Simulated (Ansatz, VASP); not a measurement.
**TePb in VASP and in Ansatz**

```
Te Pb
1.0
     4.00229    0.00000    0.00000
     0.00000    4.00229    0.00000
     0.00000    0.00000    4.00229
Te Pb
1 1
Cartesian
  2.0011 2.0011 2.0011
  0.0000 0.0000 0.0000
```

Change from the starting cell: volume scaled by 1, crystal datasets.

Alike in both runs: task electric field gradients; functional PBEsol; k mesh 9 × 9 × 9; occupations fermi-dirac, width 0.05 eV; no spin polarisation.

```csv
,VASP,Ansatz
version,VASP 6.6.1,Ansatz 0.2.0
potentials or method,"VASP PAW PBE potentials, release 64 (Te, Pb_d), cutoff 400 eV","all-electron PAW with datasets made for the crystal, scalar-relativistic"
```

|  | VASP | Ansatz | Ansatz less VASP |
| --- | --- | --- | --- |
| pressure (GPa) | -3.0 | -2.9 | +0.03 |

VASP's potentials were made for PBE, not for PBEsol. Ansatz ran all-electron here, and VASP with PAW potentials.

Spin-orbit coupling is off throughout.
